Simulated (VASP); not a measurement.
# TlBr (Pm-3m) in VASP: a series of runs

The runs below take TlBr through single point, with r2SCAN.

Everything below comes from runs of VASP 6.6.1. Logs are shortened: lines on timing, memory, paths and dates and some standing lists are left out, and cuts for length are marked.

## 1. The cell of the first run

The structure is cubic, space group Pm-3m (No. 221). The conventional cell has a = 3.970 Å, b = 3.970 Å, c = 3.970 Å, α = 90.00°, β = 90.00°, γ = 90.00°. Tl (site symmetry m-3m) has 8 Br at 3.44 Å and 6 Tl at 3.97 Å within 4.5 Å. Br (site symmetry m-3m) has 8 Tl at 3.44 Å and 6 Br at 3.97 Å within 4.5 Å.

## 2. Single point, r2SCAN

Contents of POSCAR:

```
TlBr
1.0
    3.9700005710      0.0000000000      0.0000000000
    0.0000000000      3.9700005710      0.0000000000
    0.0000000000      0.0000000000      3.9700005710
Tl Br
1 1
Direct
    0.0000000000      0.0000000000      0.0000000000
    0.5000000000      0.5000000000      0.5000000000
```

Contents of INCAR.step1:

```
ALGO = Normal ; EDIFF = 1E-5
ENCUT = 550 ; GGA = PE
GGA_COMPAT = F ; ISMEAR = 0
LASPH = T ; LCHARG = F
LREAL = F ; LWAVE = T
NBANDS = 17 ; NELM = 120
PREC = Accurate ; SIGMA = 0.05
```

Contents of INCAR.step2:

```
ALGO = Normal ; EDIFF = 1E-6
ENCUT = 550 ; GGA_COMPAT = F
ISIF = 2 ; ISMEAR = 0
ISTART = 1 ; LASPH = T
LCHARG = F ; LMIXTAU = T
LREAL = F ; LWAVE = F
METAGGA = R2SCAN ; NBANDS = 17
NELM = 120 ; PREC = Accurate
SIGMA = 0.05
```

Contents of KPOINTS:

```
k-points
0
Gamma
  8 8 8
```

Potentials or basis: VASP PAW PBE potentials, release 64 (Tl_d, Br).

The run is started by

```console
$ cat potpaw_PBE.64/Tl_d/POTCAR potpaw_PBE.64/Br/POTCAR > POTCAR
$ cp INCAR.step1 INCAR
$ mpirun -np 1 vasp_std > vasp.out
$ cp INCAR.step2 INCAR
$ mpirun -np 1 vasp_std > vasp.out
```

OUTCAR:

```text
EDIFF = 1E-6
   ENCUT = 550
   ISIF = 2
   ISMEAR = 0
   ISTART = 1
   LASPH = T
   LREAL = F
   METAGGA = R2SCAN
   NELM = 120
   PREC = Accurate

 ion  position               nearest neighbor table
   1  0.000  0.000  0.000-   2 3.44   2 3.44   2 3.44   2 3.44   2 3.44   2 3.44   2 3.44   2 3.44

   2  0.500  0.500  0.500-   1 3.44   1 3.44   1 3.44   1 3.44   1 3.44   1 3.44   1 3.44   1 3.44

  LATTYP: Found a simple cubic cell.
 ALAT       =     3.9700005710

  Lattice vectors:

 A1 = (   3.9700005710,   0.0000000000,   0.0000000000)
 A2 = (   0.0000000000,   3.9700005710,   0.0000000000)
 A3 = (   0.0000000000,   0.0000000000,   3.9700005710)

Analysis of symmetry for initial positions (statically):
=====================================================================
 Subroutine PRICEL returns:
 Original cell was already a primitive cell.

 Routine SETGRP: Setting up the symmetry group for a
 simple cubic supercell.

 Subroutine GETGRP returns: Found 48 space group operations
 (whereof 48 operations were pure point group operations)
 out of a pool of 48 trial point group operations.

The static configuration has the point symmetry O_h .

Analysis of symmetry for dynamics (positions and initial velocities):
=====================================================================
 Subroutine PRICEL returns:
 Original cell was already a primitive cell.

 Routine SETGRP: Setting up the symmetry group for a
 simple cubic supercell.

 Subroutine GETGRP returns: Found 48 space group operations
 (whereof 48 operations were pure point group operations)
 out of a pool of 48 trial point group operations.

The dynamic configuration has the point symmetry O_h .

 Subroutine INISYM returns: Found 48 space group operations
 (whereof 48 operations are pure point group operations),
 and found     1 'primitive' translations

----------------------------------------------------------------------------------------

                                     Primitive cell

  volume of cell :      62.5708

  direct lattice vectors                    reciprocal lattice vectors
     3.970000571  0.000000000  0.000000000     0.251889133  0.000000000  0.000000000
     0.000000000  3.970000571  0.000000000     0.000000000  0.251889133  0.000000000
[... 69 lines left out ...]
   total plane-waves  NPLWV =  27000
   dimension x,y,z NGX =    30 NGY =   30 NGZ =   30
   dimension x,y,z NGXF=    60 NGYF=   60 NGZF=   60
   ions per type =               1   1
   NGX,Y,Z   is equivalent  to a cutoff of  12.56, 12.56, 12.56 a.u.
   NGXF,Y,Z  is equivalent  to a cutoff of  25.13, 25.13, 25.13 a.u.
 SYSTEM =  unknown system
   PREC   = accura    normal or accurate (medium, high low for compatibility)
   ISTART =      1    job   : 0-new  1-cont  2-samecut
   ICHARG =      0    charge: 1-file 2-atom 10-const
   ISPIN  =      1    spin polarized calculation?
   LNONCOLLINEAR =      F non collinear calculations
   LSORBIT =      F    spin-orbit coupling
   LASPH  =      T    aspherical Exc in radial PAW
   ENCUT  =  550.0 eV  40.42 Ry    6.36 a.u.   7.59  7.59  7.59*2*pi/ulx,y,z
   NELM   =    120;   NELMIN=  2; NELMDL=  0     # of ELM steps
   EDIFF  = 0.1E-05   stopping-criterion for ELM
   LREAL  =      F    real-space projection
[... 7 lines left out ...]
   TEBEG  =    0.0;   TEEND  =   0.0 temperature during run
   PSTRESS=    0.0 pullay stress
   NELECT =      20.0000    total number of electrons
   NUPDOWN=      -1.0000    fix difference up-down
   EMIN   =  10.00;   EMAX   =-10.00  energy-range for DOS
   EFERMI =   0.00;   METHOD = LEGACY
   ISMEAR =     0;   SIGMA  =   0.05  broadening in eV -4-tet -1-fermi 0-gaus
   EFERMI_NEDOS =   21; number of points for ismear=-14 and -15
   IALGO  =     38    algorithm
   IMIX   =      4    mixing-type and parameters
     AMIX     =   0.40;   BMIX     =  1.00
     AMIX_MAG =   1.60;   BMIX_MAG =  1.00
  volume/ion in A,a.u.               =      31.29       211.12
  Fermi-wavevector in a.u.,A,eV,Ry     =   1.119337  2.115241 17.046953  1.252916
  Thomas-Fermi vector in A             =   2.255975
   LORBIT       =      0    0 simple, 1 ext, 2 COOP (PROOUT), +10 PAW based schemes
   METAGGA = R2SCAN    functional components
   LHFCALC =     F    Hartree Fock is set to
   AEXX    =    0.0000 exact exchange contribution
   IVDW    =     0    specifies the selected vdW correction
   LEPSILON=     F    determine dielectric tensor
   LRPA    =     F    only Hartree local field effects (RPA)
 non-spin polarized calculation
 Gauss-broadening in eV      SIGMA  =   0.05
  energy-cutoff  :      550.00
  volume of cell :       62.57
 maximum number of plane-waves:      1856
   NGX = 15   NGY = 15   NGZ = 15

 number of electron      20.0000004 magnetization

 Free energy of the ion-electron system (eV)
  ---------------------------------------------------
  ext. energy  EPLUGINS =         0.00000000
  ---------------------------------------------------
  free energy    TOTEN  =       -68.37939777 eV

  energy without entropy =      -68.37939777  energy(sigma->0) =      -68.37939777

 E-fermi :   2.4605     XC(G=0):  -9.4647

 val. band max:        2.1621902616   @ k =   0.5000   0.0000   0.0000
 cond. band min:       4.4459683419   @ k =   0.5000   0.0000   0.0000
 fundamental gap:      2.2837780802
 Fermi energy:         2.4605090272

 k-point     1 :       0.0000    0.0000    0.0000
  band No.  band energies     occupation
      1     -12.1181      2.00000
      2      -8.3115      2.00000
      3      -8.3115      2.00000
      4      -8.1260      2.00000
      5      -8.1260      2.00000
      6      -8.1260      2.00000
[... 457 lines left out ...]
      4      -8.1755      2.00000
      5      -8.1407      2.00000
      6      -8.0961      2.00000
[... 9 lines left out ...]
     16      13.7700      0.00000
     17      15.5265      0.00000

 [... further k-points ...]
[... 5 lines left out ...]
  --------------------------------------------------------------------------------------
  -------------------------------------------------------------------------------------
  Total        0.1930070      0.1930070      0.1930070      0.0000000      0.0000000     -0.0000000
  in kB        4.9421046      4.9421046      4.9421046      0.0000000      0.0000000     -0.0000000
  external PRESSURE =       4.9421046 kB  Pullay stress =       0.0000000 kB

 VOLUME and BASIS-vectors are now :
 -----------------------------------------------------------------------------
  energy-cutoff  :      550.00
  volume of cell :       62.57
      direct lattice vectors                 reciprocal lattice vectors
     3.970000571  0.000000000  0.000000000     0.251889133  0.000000000  0.000000000
     0.000000000  3.970000571  0.000000000     0.000000000  0.251889133  0.000000000
     0.000000000  0.000000000  3.970000571     0.000000000  0.000000000  0.251889133

 POSITION                                       TOTAL-FORCE (eV/Angst)
 -----------------------------------------------------------------------------------
      0.00000      0.00000      0.00000         0.000000      0.000000      0.000000
      1.98500      1.98500      1.98500         0.000000      0.000000      0.000000
 -----------------------------------------------------------------------------------
    total drift:                               -0.000000     -0.000000     -0.000000

  FREE ENERGIE OF THE ION-ELECTRON SYSTEM (eV)
  ---------------------------------------------------
  free  energy   TOTEN  =       -68.3793977690 eV

  energy  without entropy=      -68.3793977690  energy(sigma->0) =      -68.37939777
```

Run time: 2.5 min. Hardware: 1 thread of Oxide Virtual Turin-like, shared host; peak memory 0.16 GiB.

Results:

| Property | Result |
| --- | --- |
| Free energy | -68.3794 eV |
| Pressure | 0.5 GPa |
| Band gap on the k mesh | 2.28 eV |

Caveat: the PAW data sets were made with another functional, which shifts forces and pressure a little; spin-orbit coupling is left out, which moves the levels of the heavy elements. A k mesh can miss the band edges.

## 3. Single point, r2SCAN, non-collinear spin, zero start, spin-orbit coupling (30.03 Å³/atom)

This run uses another cell than the first one, of 30.03 Å³/atom.

Contents of POSCAR:

```
TlBr
1.0
    3.9163453373      0.0000000000      0.0000000000
    0.0000000000      3.9163453373      0.0000000000
    0.0000000000      0.0000000000      3.9163453373
Tl Br
1 1
Direct
    0.0000000000      0.0000000000      0.0000000000
    0.5000000000      0.5000000000      0.5000000000
```

Contents of INCAR.step1:

```
PREC = Accurate ; ENCUT = 550
ISMEAR = 0 ; SIGMA = 0.05
LREAL = F ; LASPH = T
NELM = 200 ; MAGMOM = 0 0 0 0 0 0
LSORBIT = T ; GGA_COMPAT = F
NBANDS = 32 ; GGA = PE
ALGO = Normal ; EDIFF = 1E-5
LWAVE = T ; LCHARG = F
```

Contents of INCAR.step2:

```
PREC = Accurate ; ENCUT = 550
EDIFF = 1E-6 ; ISMEAR = 0
SIGMA = 0.05 ; LREAL = F
LASPH = T ; NELM = 200
ALGO = Normal ; ISIF = 2
LWAVE = F ; LCHARG = F
MAGMOM = 0 0 0 0 0 0 ; LORBIT = 11
LSORBIT = T ; GGA_COMPAT = F
LORBMOM = T ; METAGGA = R2SCAN
LMIXTAU = T ; NBANDS = 32
ISTART = 1
```

Contents of KPOINTS:

```
regular mesh
0
Gamma
  6 6 6
```

Potentials or basis: VASP PAW PBE potentials, release 64 (Tl_d, Br).

The run is started by

```console
$ cat potpaw_PBE.64/Tl_d/POTCAR potpaw_PBE.64/Br/POTCAR > POTCAR
$ cp INCAR.step1 INCAR
$ mpirun -np 1 vasp_ncl > vasp.out
$ cp INCAR.step2 INCAR
$ mpirun -np 1 vasp_ncl > vasp.out
```

Wall time 7.4 min (1 thread of Oxide Virtual Turin-like, shared host); peak memory 0.32 GiB.

It converged, with:

| Item | Value |
| --- | --- |
| Free energy | -68.5661 eV |
| Pressure | 1.6 GPa |
| Net moment | 0.00 μB per cell |
| Valence electrons inside the program's atomic spheres | Tl 11.11; Br 4.90 |

Moments on the atoms (μB; x, y, z):
```
Tl  0.00 0.00 0.00
Br  0.00 0.00 0.00
```

Caveat: the PAW data sets were made with another functional, which shifts forces and pressure a little.
